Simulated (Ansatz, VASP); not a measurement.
## One calculation of ZnS, two programs

```
Zn S
1.0
     3.75692    0.00000    0.00000
    -1.87846    3.25359    0.00000
     0.00000    0.00000    6.17371
Zn S
2 2
Direct
  0.33333 0.66667 0.00558
  0.66667 0.33333 0.50558
  0.33333 0.66667 0.37942
  0.66667 0.33333 0.87942
```

Alike in both runs: functional LDA; k mesh 6 × 6 × 4; no spin polarisation.

Ansatz relaxed the structure, and its values are those at the end. VASP's run is a single point on that final structure, the one shown.

|  | VASP | Ansatz |
| --- | --- | --- |
| version | VASP 6.6.1 | Ansatz 0.2.0 |
| potentials or method | VASP PAW LDA potentials, release 64 (Zn, S), cutoff 520 eV | all-electron LAPW, scalar-relativistic |
| occupations | gaussian, width 0.01 eV | fixed |

```tsv
	VASP	Ansatz	Ansatz less VASP
gap on the k mesh at the Fermi level (eV)	2.15	2.12	-0.032
pressure (GPa)	-1.0	-1.2	-0.21
```

LDA's correlation is that of Perdew and Zunger in VASP and of Perdew and Wang (1992) in Ansatz. Ansatz ran all-electron here, and VASP with PAW potentials.
